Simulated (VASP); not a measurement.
# Hf2ZrGe3 (Cmcm) in VASP: single point with PBE

Aim: the single point of Hf2ZrGe3 with PBE.

Program: VASP 6.6.1. These are calculated values, not measurements. Logs are shortened: lines on timing, memory, paths and dates and some standing lists are left out, and cuts for length are marked.

### Step 1. The cell of the first run

Symmetry: Cmcm, No. 63, orthorhombic system. The conventional cell has a = 10.857 Å, b = 9.745 Å, c = 3.721 Å, α = 90.00°, β = 90.00°, γ = 90.00°. Zr (site symmetry m2m) has 7 Ge at 2.62 to 2.90 Å and 6 Hf at 3.30 to 3.62 Å and 4 Zr at 3.39 to 3.72 Å within 3.8 Å. Within 3.8 Å of Hf (site symmetry m) lie 7 Ge at 2.62 to 2.89 Å and 3 Zr at 3.30 to 3.62 Å and 7 Hf at 3.31 to 3.72 Å. Within 3.3 Å of Ge (site symmetry m) lie 2 Ge at 2.51 Å and 4 Hf at 2.62 to 2.89 Å and 3 Zr at 2.67 to 2.90 Å. Within 3.3 Å of Ge (site symmetry m2m) lie 2 Ge at 2.51 Å and 1 Zr at 2.62 Å and 6 Hf at 2.66 to 2.89 Å.

### Step 2. Single point, PBE (16.41 Å³/atom)

INCAR reads:

```
ALGO = Normal
EDIFF = 1E-6
ENCUT = 520
GGA = PE
ISIF = 2
ISMEAR = 0
LASPH = T
LCHARG = F
LREAL = F
LWAVE = F
NBANDS = 86
NELM = 80
PREC = Accurate
SIGMA = 0.1
```

KPOINTS reads:

```
k-points
0
Gamma
  4 4 8
```

POSCAR reads:

```
Hf2ZrGe3
1.0
    5.4287374260     -4.8725594905      0.0000000000
    5.4287374260      4.8725594905      0.0000000000
    0.0000000000      0.0000000000      3.7213086798
Zr Hf Ge
2 4 6
Direct
    0.1452794296      0.8547205704      0.2500000000
    0.8547205704      0.1452794296      0.7500000000
    0.5209042392      0.8116551236      0.7500000000
    0.8116551236      0.5209042392      0.2500000000
    0.4790957608      0.1883448764      0.2500000000
    0.1883448764      0.4790957608      0.7500000000
    0.7461022539      0.9183389707      0.2500000000
    0.9183389707      0.7461022539      0.7500000000
    0.5861542348      0.4138457652      0.7500000000
    0.4138457652      0.5861542348      0.2500000000
    0.2538977461      0.0816610293      0.7500000000
    0.0816610293      0.2538977461      0.2500000000
```

Potentials or basis: VASP PAW PBE potentials, release 64 (Zr_sv, Hf_pv, Ge_d).

Command:

```sh
cat potpaw_PBE.64/Zr_sv/POTCAR potpaw_PBE.64/Hf_pv/POTCAR potpaw_PBE.64/Ge_d/POTCAR > POTCAR
mpirun -np 1 vasp_std > vasp.out
```

OUTCAR:

```text
EDIFF = 1E-6
   ENCUT = 520
   GGA = PE
   ISIF = 2
   ISMEAR = 0
   LASPH = T
   LREAL = F
   NELM = 80
   PREC = Accurate

 ion  position               nearest neighbor table
   1  0.145  0.855  0.250-  10 2.62   8 2.67  11 2.67   8 2.67  11 2.67   7 2.90  12 2.90   3 3.30
                             6 3.30   6 3.30   3 3.30   2 3.39   2 3.39   5 3.62   4 3.62
   2  0.855  0.145  0.750-   9 2.62   7 2.67  12 2.67   7 2.67  12 2.67  11 2.90   8 2.90   4 3.30
                             5 3.30   5 3.30   4 3.30   1 3.39   1 3.39   3 3.62   6 3.62
   3  0.521  0.812  0.750-  11 2.62   7 2.65   7 2.65  10 2.66  10 2.66   8 2.89   9 2.89   1 3.30
                             1 3.30   5 3.31   5 3.31   4 3.39   4 3.39   6 3.61   2 3.62
   4  0.812  0.521  0.250-  12 2.62   8 2.65   8 2.65   9 2.66   9 2.66   7 2.89  10 2.89   2 3.30
                             2 3.30   6 3.31   6 3.31   3 3.39   3 3.39   5 3.61   1 3.62
   5  0.479  0.188  0.250-   7 2.62  11 2.65  11 2.65   9 2.66   9 2.66  12 2.89  10 2.89   2 3.30
                             2 3.30   3 3.31   3 3.31   6 3.39   6 3.39   4 3.61   1 3.62
   6  0.188  0.479  0.750-   8 2.62  12 2.65  12 2.65  10 2.66  10 2.66  11 2.89   9 2.89   1 3.30
                             1 3.30   4 3.31   4 3.31   5 3.39   5 3.39   3 3.61   2 3.62
   7  0.746  0.918  0.250-   8 2.51   8 2.51   5 2.62   3 2.65   3 2.65   2 2.67   2 2.67   4 2.89
                             1 2.90
   8  0.918  0.746  0.750-   7 2.51   7 2.51   6 2.62   4 2.65   4 2.65   1 2.67   1 2.67   3 2.89
                             2 2.90
   9  0.586  0.414  0.750-  10 2.51  10 2.51   2 2.62   4 2.66   4 2.66   5 2.66   5 2.66   3 2.89
                             6 2.89
  10  0.414  0.586  0.250-   9 2.51   9 2.51   1 2.62   3 2.66   3 2.66   6 2.66   6 2.66   5 2.89
                             4 2.89
  11  0.254  0.082  0.750-  12 2.51  12 2.51   3 2.62   5 2.65   5 2.65   1 2.67   1 2.67   6 2.89
                             2 2.90
  12  0.082  0.254  0.250-  11 2.51  11 2.51   4 2.62   6 2.65   6 2.65   2 2.67   2 2.67   5 2.89
                             1 2.90

  LATTYP: Found a base centered orthorhombic cell.
 ALAT       =     9.7451189810
 B/A-ratio  =     1.1141449246
 C/A-ratio  =     0.3818638528

  Lattice vectors:

 A1 = (  -5.4287374260,  -4.8725594905,   0.0000000000)
 A2 = (   5.4287374260,  -4.8725594905,   0.0000000000)
 A3 = (   0.0000000000,   0.0000000000,   3.7213086798)

Analysis of symmetry for initial positions (statically):
=====================================================================
 Subroutine PRICEL returns:
 Original cell was already a primitive cell.

 Routine SETGRP: Setting up the symmetry group for a
 base centered orthorhombic supercell.

 Subroutine GETGRP returns: Found  8 space group operations
 (whereof  4 operations were pure point group operations)
 out of a pool of  8 trial point group operations.

The static configuration has the point symmetry C_2h.
 The point group associated with its full space group is D_2h.

Analysis of symmetry for dynamics (positions and initial velocities):
=====================================================================
 Subroutine PRICEL returns:
 Original cell was already a primitive cell.

 Routine SETGRP: Setting up the symmetry group for a
 base centered orthorhombic supercell.

 Subroutine GETGRP returns: Found  8 space group operations
 (whereof  4 operations were pure point group operations)
 out of a pool of  8 trial point group operations.

The dynamic configuration has the point symmetry C_2h.
 The point group associated with its full space group is D_2h.

 Subroutine INISYM returns: Found  8 space group operations
 (whereof  4 operations are pure point group operations),
 and found     1 'primitive' translations

----------------------------------------------------------------------------------------

                                     Primitive cell

  volume of cell :     196.8710

  direct lattice vectors                    reciprocal lattice vectors
     5.428737426 -4.872559490  0.000000000     0.092102447 -0.102615474  0.000000000
     5.428737426  4.872559490  0.000000000     0.092102447  0.102615474  0.000000000
     0.000000000  0.000000000  3.721308680     0.000000000  0.000000000  0.268722669

  length of vectors
     7.294725905  7.294725905  3.721308680     0.137886896  0.137886896  0.268722669

  position of ions in fractional coordinates (direct lattice)
     0.145279430  0.854720570  0.250000000
     0.854720570  0.145279430  0.750000000
     0.520904239  0.811655124  0.750000000
[... 36 lines left out ...]
     0.023025612 -0.025653868  0.000000000     0.250000000 -0.000000000  0.000000000
     0.023025612  0.025653868  0.000000000    -0.000000000  0.250000000  0.000000000
     0.000000000  0.000000000  0.033590334     0.000000000  0.000000000  0.125000000

  Length of vectors
     0.034471724  0.034471724  0.033590334

  Shift w.r.t. Gamma in fractional coordinates (k-lattice)
     0.000000000  0.000000000  0.000000000

 Subroutine IBZKPT returns following result:
 ===========================================

 Found     35 irreducible k-points:

 Following reciprocal coordinates:
            Coordinates               Weight
  0.000000  0.000000  0.000000      1.000000
  0.250000  0.000000  0.000000      4.000000
  0.500000  0.000000  0.000000      2.000000
  0.250000  0.250000  0.000000      2.000000
  0.500000  0.250000  0.000000      4.000000
 -0.250000  0.250000  0.000000      2.000000
[... 16 lines left out ...]
  0.250000  0.000000  0.375000      8.000000
  0.500000  0.000000  0.375000      4.000000
 [... further k-points ...]
   k-points           NKPTS =     35   k-points in BZ     NKDIM =     35   number of bands    NBANDS=     86
   number of dos      NEDOS =    301   number of ions     NIONS =     12
   total plane-waves  NPLWV =  81648
   dimension x,y,z NGX =    54 NGY =   54 NGZ =   28
   dimension x,y,z NGXF=   108 NGYF=  108 NGZF=   56
   ions per type =               2   4   6
   NGX,Y,Z   is equivalent  to a cutoff of  12.31, 12.31, 12.51 a.u.
   NGXF,Y,Z  is equivalent  to a cutoff of  24.61, 24.61, 25.02 a.u.
 SYSTEM =  unknown system
   PREC   = accura    normal or accurate (medium, high low for compatibility)
   ISTART =      0    job   : 0-new  1-cont  2-samecut
   ICHARG =      2    charge: 1-file 2-atom 10-const
   ISPIN  =      1    spin polarized calculation?
   LNONCOLLINEAR =      F non collinear calculations
   LSORBIT =      F    spin-orbit coupling
   LASPH  =      T    aspherical Exc in radial PAW
   ENCUT  =  520.0 eV  38.22 Ry    6.18 a.u.  13.56 13.56  6.92*2*pi/ulx,y,z
   NELM   =     80;   NELMIN=  2; NELMDL= -5     # of ELM steps
   EDIFF  = 0.1E-05   stopping-criterion for ELM
   LREAL  =      F    real-space projection
   EDIFFG = 0.1E-04   stopping-criterion for IOM
   NSW    =      0    number of steps for IOM
   IBRION =     -1    ionic relax: 0-MD 1-quasi-New 2-CG
   NFREE  =      0    steps in history (QN), initial steepest desc. (CG)
   ISIF   =      2    stress and relaxation
   ISYM   =      2    0-nonsym 1-usesym 2-fastsym
   POTIM  = 0.5000    time-step for ionic-motion
   TEBEG  =    0.0;   TEEND  =   0.0 temperature during run
   PSTRESS=    0.0 pullay stress
   NELECT =     148.0000    total number of electrons
   NUPDOWN=      -1.0000    fix difference up-down
   EMIN   =  10.00;   EMAX   =-10.00  energy-range for DOS
   EFERMI =   0.00;   METHOD = LEGACY
   ISMEAR =     0;   SIGMA  =   0.10  broadening in eV -4-tet -1-fermi 0-gaus
   EFERMI_NEDOS =   21; number of points for ismear=-14 and -15
   IALGO  =     38    algorithm
   IMIX   =      4    mixing-type and parameters
     AMIX     =   0.40;   BMIX     =  1.00
     AMIX_MAG =   1.60;   BMIX_MAG =  1.00
  volume/ion in A,a.u.               =      16.41       110.71
  Fermi-wavevector in a.u.,A,eV,Ry     =   1.488566  2.812982 30.148192  2.215830
  Thomas-Fermi vector in A             =   2.601585
   LORBIT       =      0    0 simple, 1 ext, 2 COOP (PROOUT), +10 PAW based schemes
   GGA     = PE    functional components
   LHFCALC =     F    Hartree Fock is set to
   AEXX    =    0.0000 exact exchange contribution
   IVDW    =     0    specifies the selected vdW correction
   LEPSILON=     F    determine dielectric tensor
   LRPA    =     F    only Hartree local field effects (RPA)
 non-spin polarized calculation
 Gauss-broadening in eV      SIGMA  =   0.10
  energy-cutoff  :      520.00
  volume of cell :      196.87
 maximum number of plane-waves:      5334
   NGX = 27   NGY = 27   NGZ = 13

 number of electron     147.9999997 magnetization

 Free energy of the ion-electron system (eV)
  ---------------------------------------------------
  ext. energy  EPLUGINS =         0.00000000
  ---------------------------------------------------
  free energy    TOTEN  =       -90.44100794 eV

  energy without entropy =      -90.42465520  energy(sigma->0) =      -90.43283157

 E-fermi :   9.0522     XC(G=0): -12.3974

 val. band max:        9.0515016786   @ k =   0.2500   0.2500   0.0000
 cond. band min:       9.0744279848   @ k =  -0.2500   0.2500   0.1250
 fundamental gap:      0.0229263062
 Fermi energy:         9.0521675383

 k-point     1 :       0.0000    0.0000    0.0000
  band No.  band energies     occupation
      1     -39.6138      2.00000
      2     -39.5866      2.00000
      3     -21.8207      2.00000
      4     -21.7070      2.00000
      5     -21.6944      2.00000
      6     -21.6783      2.00000
[... 2125 lines left out ...]
     85      12.0779      0.00000
     86      12.6493      0.00000

 [... further k-points ...]
[... 5 lines left out ...]
  --------------------------------------------------------------------------------------
  -------------------------------------------------------------------------------------
  Total       25.7487531     25.7428450     25.7708624      0.0000000      0.0000000      0.0000000
  in kB      209.5487659    209.5006842    209.7286957      0.0000000      0.0000000      0.0000000
  external PRESSURE =     209.5927153 kB  Pullay stress =       0.0000000 kB

 VOLUME and BASIS-vectors are now :
 -----------------------------------------------------------------------------
  energy-cutoff  :      520.00
  volume of cell :      196.87
      direct lattice vectors                 reciprocal lattice vectors
     5.428737426 -4.872559490  0.000000000     0.092102447 -0.102615474  0.000000000
     5.428737426  4.872559490  0.000000000     0.092102447  0.102615474  0.000000000
     0.000000000  0.000000000  3.721308680     0.000000000  0.000000000  0.268722669

 POSITION                                       TOTAL-FORCE (eV/Angst)
 -----------------------------------------------------------------------------------
      5.42874      3.45679      0.93033         0.000000     -0.014331     -0.000000
      5.42874     -3.45679      2.79098         0.000000      0.014331      0.000000
      7.23411      1.41670      2.79098         0.004901     -0.000577     -0.000000
      7.23411     -1.41670      0.93033         0.004901      0.000577     -0.000000
      3.62336     -1.41670      0.93033        -0.004901      0.000577      0.000000
      3.62336      1.41670      2.79098        -0.004901     -0.000577      0.000000
      9.03581      0.83923      0.93033        -0.024326      0.019320     -0.000000
      9.03581     -0.83923      2.79098        -0.024326     -0.019320      0.000000
      5.42874     -0.83958      2.79098         0.000000     -0.003182     -0.000000
      5.42874      0.83958      0.93033         0.000000      0.003182     -0.000000
      1.82166     -0.83923      2.79098         0.024326     -0.019320      0.000000
      1.82166      0.83923      0.93033         0.024326      0.019320     -0.000000
 -----------------------------------------------------------------------------------
    total drift:                                0.000000     -0.000000     -0.000000

  FREE ENERGIE OF THE ION-ELECTRON SYSTEM (eV)
  ---------------------------------------------------
  free  energy   TOTEN  =       -90.4410079389 eV

  energy  without entropy=      -90.4246551968  energy(sigma->0) =      -90.43283157
```

Wall time 26 min (1 thread of Intel Xeon 8259CL, shared host); peak memory 0.57 GiB.

What came out:

| Property | Result |
| --- | --- |
| Free energy | -90.4410 eV |
| Pressure | 21.0 GPa |
| Largest force | 0.031 eV/Å |
| Band gap on the k mesh | zero (bands 74 and 75 overlap by 0.73 eV) |

Forces in eV/Å, atoms in the order of the input:
```
Zr   0.000 -0.014  0.000
Zr   0.000  0.014  0.000
Hf   0.005 -0.001  0.000
Hf   0.005  0.001  0.000
Hf  -0.005  0.001  0.000
Hf  -0.005 -0.001  0.000
Ge  -0.024  0.019  0.000
Ge  -0.024 -0.019  0.000
Ge   0.000 -0.003  0.000
Ge   0.000  0.003  0.000
Ge   0.024 -0.019  0.000
Ge   0.024  0.019  0.000
```

Caveat: the cell stands under pressure; spin-orbit coupling is left out, which moves the levels of the heavy elements.

The gap in the log of VASP goes by the Fermi energy; the results here count the filled bands.